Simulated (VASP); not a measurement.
# Cu12O in VASP: single point with PBE

Aim: the single point of Cu12O with PBE.

All numbers are computed with VASP 6.6.1; they aren't measurements. Logs are shortened: lines on timing, memory, paths and dates and some standing lists are left out, and cuts for length are marked.

## (1) The cell of the first run

The cell holds a slab with vacuum, 13 atoms: a = 5.133 Å, b = 5.133 Å, c = 19.624 Å, α = 90.00°, β = 90.00°, γ = 120.00°.

## (2) Single point, PBE

Input file INCAR:

```
SYSTEM = Cu12O
ALGO = Normal ; DIPOL = 0.5 0.5 0.323
EDIFF = 1E-6 ; ENCUT = 520
GGA = PE ; IDIPOL = 3
ISIF = 2 ; ISMEAR = 0
LASPH = .TRUE. ; LCHARG = .FALSE.
LDIPOL = .TRUE. ; LREAL = .FALSE.
LWAVE = .FALSE. ; NBANDS = 81
NELM = 60 ; PREC = Accurate
SIGMA = 0.1
```

Input file KPOINTS:

```
k-points
0
G
  6 6 1
  0 0 0
```

Input file POSCAR:

```
Cu12O
1.0
    5.1332392722      0.0000000000      0.0000000000
   -2.5666196361      4.4455156134      0.0000000000
    0.0000000000      0.0000000000     19.6236279128
Cu O
12 1
Direct
    0.3333333333      0.1666666667      0.2038359073
    0.3333333333      0.6666666667      0.2038359073
    0.8333333333      0.1666666667      0.2038359073
    0.8333333333      0.6666666667      0.2038359073
    0.1666666667      0.3333333333      0.3089002473
    0.1666666667      0.8333333333      0.3089002473
    0.6666666667      0.3333333333      0.3089002473
    0.6666666667      0.8333333333      0.3089002473
    0.0000000000      0.0000000000      0.4139717665
    0.0000000000      0.5000000000      0.4139717665
    0.5000000000      0.0000000000      0.4139717665
    0.5000000000      0.5000000000      0.4139717665
    0.0000000000      0.1666666667      0.4897714769
```

Potentials or basis: VASP PAW PBE potentials, release 64 (Cu, O).

On the command line:

```bash
cat potpaw_PBE.64/Cu/POTCAR potpaw_PBE.64/O/POTCAR > POTCAR
mpirun -np 1 vasp_std > vasp.out
```

OUTCAR:

```text
SYSTEM = Cu12O
   EDIFF = 1E-6
   ENCUT = 520
   GGA = PE
   ISIF = 2
   ISMEAR = 0
   LASPH = .TRUE.
   LREAL = .FALSE.
   NELM = 60
   PREC = Accurate

 ion  position               nearest neighbor table
   1  0.333  0.167  0.204-   5 2.54   6 2.54   7 2.54   4 2.57   2 2.57   2 2.57   4 2.57   3 2.57
                             3 2.57
   2  0.333  0.667  0.204-   6 2.54   5 2.54   8 2.54   3 2.57   1 2.57   1 2.57   3 2.57   4 2.57
                             4 2.57
   3  0.833  0.167  0.204-   7 2.54   8 2.54   5 2.54   4 2.57   2 2.57   4 2.57   2 2.57   1 2.57
                             1 2.57
   4  0.833  0.667  0.204-   8 2.54   7 2.54   6 2.54   3 2.57   1 2.57   3 2.57   1 2.57   2 2.57
                             2 2.57
   5  0.167  0.333  0.309-   1 2.54   2 2.54   3 2.54   9 2.54  12 2.54  10 2.54   8 2.57   6 2.57
                             6 2.57   8 2.57   7 2.57   7 2.57
   6  0.167  0.833  0.309-   2 2.54   1 2.54   4 2.54  10 2.54  11 2.54   9 2.54   7 2.57   5 2.57
                             5 2.57   7 2.57   8 2.57   8 2.57
   7  0.667  0.333  0.309-   3 2.54   4 2.54   1 2.54  11 2.54  10 2.54  12 2.54   8 2.57   6 2.57
                             8 2.57   6 2.57   5 2.57   5 2.57
   8  0.667  0.833  0.309-   4 2.54   3 2.54   2 2.54  12 2.54   9 2.54  11 2.54   7 2.57   5 2.57
                             7 2.57   5 2.57   6 2.57   6 2.57
   9  0.000  0.000  0.414-  13 1.72   5 2.54   8 2.54   6 2.54  12 2.57  10 2.57  10 2.57  12 2.57
                            11 2.57  11 2.57
  10  0.000  0.500  0.414-  13 2.27   6 2.54   7 2.54   5 2.54  11 2.57   9 2.57   9 2.57  11 2.57
                            12 2.57  12 2.57
  11  0.500  0.000  0.414-   7 2.54   6 2.54   8 2.54  10 2.57  12 2.57  12 2.57  10 2.57   9 2.57
                             9 2.57
  12  0.500  0.500  0.414-   8 2.54   5 2.54   7 2.54   9 2.57  11 2.57  11 2.57   9 2.57  10 2.57
                            10 2.57
  13  0.000  0.167  0.490-   9 1.72  10 2.27

  LATTYP: Found a hexagonal cell.
 ALAT       =     5.1332392722
 C/A-ratio  =     3.8228547068

  Lattice vectors:

 A1 = (   5.1332392722,   0.0000000000,   0.0000000000)
 A2 = (  -2.5666196361,   4.4455156134,   0.0000000000)
 A3 = (   0.0000000000,   0.0000000000,  19.6236279128)

Analysis of symmetry for initial positions (statically):
=====================================================================
 Subroutine PRICEL returns:
 Original cell was already a primitive cell.

 Routine SETGRP: Setting up the symmetry group for a
 hexagonal supercell.

 Subroutine GETGRP returns: Found  1 space group operations
 (whereof  1 operations were pure point group operations)
 out of a pool of 24 trial point group operations.

The static configuration has the point symmetry C_1 .

Analysis of symmetry for dynamics (positions and initial velocities):
[... 156 lines left out ...]
   IVDW    =     0    specifies the selected vdW correction
   LEPSILON=     F    determine dielectric tensor
   LRPA    =     F    only Hartree local field effects (RPA)
 non-spin polarized calculation
 Gauss-broadening in eV      SIGMA  =   0.10
  energy-cutoff  :      520.00
  volume of cell :      447.81
 maximum number of plane-waves:     12133
 NGX is ok and might be reduce to    40
   NGX = 19   NGY = 19   NGZ = 73

 dipolmoment           0.000000      0.000000     -0.423378 electrons x Angstroem

 number of electron     138.0000023 magnetization

 dipolmoment           0.000000      0.000000      0.220084 electrons x Angstroem

 Free energy of the ion-electron system (eV)
  ---------------------------------------------------
  ext. energy  EPLUGINS =         0.00000000
  ---------------------------------------------------
  free energy    TOTEN  =       -46.33927324 eV

  energy without entropy =      -46.29441880  energy(sigma->0) =      -46.31684602

 E-fermi :  -1.2259     XC(G=0):  -5.1283

 val. band max:       -1.2405253285   @ k =  -0.1667   0.3333   0.0000
 cond. band min:      -1.2171615391   @ k =   0.0000   0.1667   0.0000
 fundamental gap:      0.0233637894
 Fermi energy:        -1.2258979748

 k-point     1 :       0.0000    0.0000    0.0000
  band No.  band energies     occupation
      1     -18.4442      2.00000
      2      -9.8219      2.00000
      3      -7.7824      2.00000
      4      -6.3988      2.00000
      5      -6.0614      2.00000
      6      -6.0280      2.00000
[... 1669 lines left out ...]
     80       4.1093      0.00000
     81       4.9201      0.00000

------------------------ aborting loop because EDIFF is reached ----------------------------------------

 vacuum level on the upper side and lower side of the slab       (xc-potential included)         0.679        -1.027

  FORCE on cell =-STRESS in cart. coord.  units (eV):
  Direction    XX          YY          ZZ          XY          YZ          ZX
  --------------------------------------------------------------------------------------
  -------------------------------------------------------------------------------------
  Total       -3.1740987     -2.1125964      1.2957292     -0.9182232      2.4780768     -1.4619815
  in kB      -11.3563316     -7.5584749      4.6358768     -3.2852309      8.8660952     -5.2306962
  external PRESSURE =      -4.7596432 kB  Pullay stress =       0.0000000 kB

 VOLUME and BASIS-vectors are now :
 -----------------------------------------------------------------------------
  energy-cutoff  :      520.00
  volume of cell :      447.81
      direct lattice vectors                 reciprocal lattice vectors
     5.133239272  0.000000000  0.000000000     0.194808764  0.112472893  0.000000000
    -2.566619636  4.445515613  0.000000000     0.000000000  0.224945785  0.000000000
     0.000000000  0.000000000 19.623627913     0.000000000  0.000000000  0.050958977

 POSITION                                       TOTAL-FORCE (eV/Angst)
 -----------------------------------------------------------------------------------
      1.28331      0.74092      4.00000         0.008332      0.023419     -0.075059
     -0.00000      2.96368      4.00000         0.021684     -0.002765     -0.102975
      3.84993      0.74092      4.00000        -0.006372     -0.007111     -0.012051
      2.56662      2.96368      4.00000        -0.018262     -0.009694     -0.160973
      0.00000      1.48184      6.06174         0.026298      0.037651     -0.112520
     -1.28331      3.70460      6.06174        -0.040793     -0.048094      0.184679
      2.56662      1.48184      6.06174        -0.023510      0.042765      0.042225
      1.28331      3.70460      6.06174         0.017017     -0.055435      0.025131
      0.00000      0.00000      8.12363         0.771050     -1.235221     -0.998905
     -1.28331      2.22276      8.12363         0.241221     -0.301337      0.744904
      2.56662      0.00000      8.12363         0.124766      0.003656      0.182615
      1.28331      2.22276      8.12363        -0.124128     -0.093086      0.120427
     -0.42777      0.74092      9.61109        -0.997302      1.645252      0.162502
 -----------------------------------------------------------------------------------
    total drift:                               -0.000098      0.000093     -0.007232

  FREE ENERGIE OF THE ION-ELECTRON SYSTEM (eV)
  ---------------------------------------------------
  free  energy   TOTEN  =       -46.3392732375 eV

  energy  without entropy=      -46.2944188003  energy(sigma->0) =      -46.31684602

 vacuum level on the upper side and lower side of the slab         5.123         3.374
```

OSZICAR:

```text
N       E                     dE             d eps       ncg     rms          rms(c)
DAV:   1     0.130588988473E+04    0.13059E+04   -0.58654E+04  3240   0.204E+03
DAV:   2     0.136705507318E+03   -0.11692E+04   -0.11366E+04  3240   0.450E+02
DAV:   3    -0.349145699760E+02   -0.17162E+03   -0.16087E+03  4176   0.216E+02
[... 25 lines left out ...]
DAV:  29    -0.463392639368E+02   -0.12206E-04   -0.24099E-06  2248   0.218E-02    0.202E-03
DAV:  30    -0.463392684421E+02   -0.45054E-05   -0.20165E-06  2248   0.129E-02    0.131E-03
DAV:  31    -0.463392706220E+02   -0.21799E-05   -0.71894E-07  2040   0.124E-02    0.104E-03
DAV:  32    -0.463392726931E+02   -0.20711E-05   -0.51832E-07  2059   0.731E-03    0.107E-03
DAV:  33    -0.463392732375E+02   -0.54433E-06   -0.18901E-07  2040   0.565E-03
   1 F= -.46339273E+02 E0= -.46316846E+02  d E =-.448544E-01
```

Wall time 22 min (1 thread of AMD EPYC 9R45 (Zen 5), shared host); peak memory 0.82 GiB.

What came out:

```yaml
Free_energy: -46.3393 eV
Largest_force: 1.931 eV/Å
Band_gap_on_the_k_mesh: zero (bands 69 and 70 overlap by 0.30 eV)
```

Forces on the atoms (eV/Å):
```
Cu   0.008  0.023 -0.075
Cu   0.022 -0.003 -0.103
Cu  -0.006 -0.007 -0.012
Cu  -0.018 -0.010 -0.161
Cu   0.026  0.038 -0.113
Cu  -0.041 -0.048  0.185
Cu  -0.024  0.043  0.042
Cu   0.017 -0.055  0.025
Cu   0.771 -1.235 -0.999
Cu   0.241 -0.301  0.745
Cu   0.125  0.004  0.183
Cu  -0.124 -0.093  0.120
O   -0.997  1.645  0.163
```

With open d or f shells a metallic result of PBE can be an artefact of self-interaction; +U or a hybrid may open a gap.

The gap in the log of VASP goes by the Fermi energy; the results here count the filled bands.